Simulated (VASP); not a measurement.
The system is CsC.

```
Cs C
1.0
     4.38844    0.00000    0.00000
    -2.19422    3.80050    0.00000
     0.00000    0.00000    3.76911
Cs C
1 1
Direct
  0.33333 0.66667 0.50000
  0.00000 0.00000 0.00000
```

```yaml
Program: VASP 6.6.1
Task: relaxation of cell and atoms
Functional: PBE
Potentials_or_basis: VASP PAW PBE potentials, release 64 (Cs_sv, C)
Cutoff: 600 eV
k_mesh: 15 × 15 × 14
Occupations: gaussian, width 0.1 eV
Spin: no spin polarisation
```

At the start: pressure 0.1 GPa; volume 31.43 Å³/atom.

**Question.** How do energy, volume and symmetry change on relaxing?

**Answer.** Over 7 steps the energy falls by 3.2 meV/atom and the volume is 31.67 Å³/atom (+0.8 %); space group P-6m2 (No. 187, to 0.05 Å).

The path:
```tsv
step	energy change (eV)	largest force (eV/Å)	pressure (GPa)	volume (Å³)
1	0.0000	0.0000	0.06	62.86
2	-0.0020	0.0000	0.04	62.97
3	-0.0052	0.0000	0.01	63.21
4	-0.0053	0.0000	-0.04	63.63
5	-0.0064	0.0000	-0.05	63.43
6	-0.0064	0.0000	-0.02	63.42
7	-0.0064	0.0000	-0.01	63.34
```

Final structure:
```yaml
crystal:
  lattice:
    - [4.47092, 0.00000, 0.00000]
    - [-2.23546, 3.87193, 0.00000]
    - [0.00000, 0.00000, 3.65883]
  atoms:
    - { symbol: Cs, position: [0.33333, 0.66667, 0.50000] }
    - { symbol: C, position: [0.00000, 0.00000, 0.00000] }
```
